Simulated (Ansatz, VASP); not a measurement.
## One calculation of MnO, two programs

INCAR

```
ALGO = Normal
EDIFF = 1E-7
ENCUT = 520
ISIF = 2
ISMEAR = 0
ISPIN = 2
LASPH = True
LCHARG = False
LMAXMIX = 4
LORBIT = 11
LREAL = False
LWAVE = False
MAGMOM = 4.35 -4.35 0 0
NBANDS = 31
NELM = 150
PREC = Accurate
SIGMA = 0.05
```

The input KPOINTS:

```
k-points
0
Gamma
  12 12 8
```

Contents of POSCAR:

```
MnO
1.0
    3.0779632574      0.0000000000      0.0000000000
   -1.5389816287      2.6655943729      0.0000000000
    0.0000000000      0.0000000000      5.2995560115
Mn O
2 2
Direct
    0.0000000000      0.0000000000      0.0000000000
    0.0000000000      0.0000000000      0.5000000000
    0.3333333333      0.6666666667      0.2499993605
    0.6666666667      0.3333333333      0.7500006395
```

Input for Ansatz:

```yaml
crystal:
  lattice:
    - [3.0779632574, 0.0, 0.0]
    - [-1.5389816287, 2.6655943729, 0.0]
    - [0.0, 0.0, 5.2995560115]
  atoms:
    - { symbol: Mn, position: [0.0, 0.0, 0.0], spin: 4.35 }
    - { symbol: Mn, position: [0.0, 0.0, 0.5], spin: -4.35 }
    - { symbol: O, position: [0.3333333333, 0.6666666667, 0.2499993605] }
    - { symbol: O, position: [0.6666666667, 0.3333333333, 0.7500006395] }
basis:
  ecutwfc: 420
  ecutrho_ratio: 4
kpoints:
  mp_grid: { grid: [12, 12, 8] }
hamiltonian:
  xc: lda
scf:
  occupations: { method: gaussian, width: 0.05 }
  lower_state_search: "off"
output:
  forces: true
  stress: true
  eigenvalues: true
  populations: true
magnetization:
  spin_polarized: true
checkpoint:
  read: start.run
  write: ck
  compress: false
  write_wavefunctions: false
  write_every: 100000
```

Alike in both runs: task single point; functional LDA; k mesh 12 × 12 × 8; occupations gaussian, width 0.05 eV; collinear spin.

|  | VASP | Ansatz |
| --- | --- | --- |
| version | VASP 6.6.1 | Ansatz 0.2.0 |
| potentials or method | VASP PAW LDA potentials, release 64 (Mn_pv, O), cutoff 520 eV | scalar-relativistic, plane waves, PAW |
| valence electrons in the cell | 38 | 42 |

Ansatz gave:

```
gap on the k mesh at the Fermi level (eV)                     : 0.47
least direct gap on the mesh (eV)                             : 0.47
pressure (GPa)                                                : -15.0
traceless stress, the component that is largest in VASP (GPa) : -1.06
net moment per atom (μB)                                      : 0.00
size of the moment on the site where the two differ most (μB) : 3.86
```

Which values does VASP return?

gap on the k mesh at the Fermi level (eV): 0.35; least direct gap on the mesh (eV): 0.35; pressure (GPa): -15.5; traceless stress, the component that is largest in VASP (GPa): -1.04; net moment per atom (μB): 0.00; size of the moment on the site where the two differ most (μB): 4.08.

LDA's correlation is that of Perdew and Zunger in VASP and of Perdew and Wang (1992) in Ansatz. Site moments also hang on the region over which each program counts them. VASP's potentials hold 38 valence electrons a cell and Ansatz's 42, so a difference there can come from the potentials and not from the codes.
